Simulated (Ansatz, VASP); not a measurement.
# Two plane-wave programs on SrOs

```
Sr Os
1.0
     3.53311    0.00000    0.00000
     0.00000    3.53311    0.00000
     0.00000    0.00000    3.53311
Sr Os
1 1
Direct
  0.00000 0.00000 0.00000
  0.50000 0.50000 0.50000
```

Alike in both runs: task single point; functional PBE; k mesh 10 × 10 × 10; occupations gaussian, width 0.05 eV; no spin polarisation.

```csv
,VASP,Ansatz
version,VASP 6.6.1,Ansatz 0.2.0
potentials or method,"VASP PAW PBE potentials, release 64 (Sr_sv, Os), cutoff 520 eV","scalar-relativistic, plane waves, PAW"
valence electrons in the cell,18,26
```

|  | VASP | Ansatz | Ansatz less VASP |
| --- | --- | --- | --- |
| gap on the k mesh at the Fermi level (eV) | none | none | - |
| pressure (GPa) | 4.5 | 4.1 | -0.43 |

A gap of «none» marks a metal or a gap that the smearing closes. VASP's potentials hold 18 valence electrons a cell and Ansatz's 26, so a difference there can come from the potentials and not from the codes.

Neither program's run includes spin-orbit coupling.
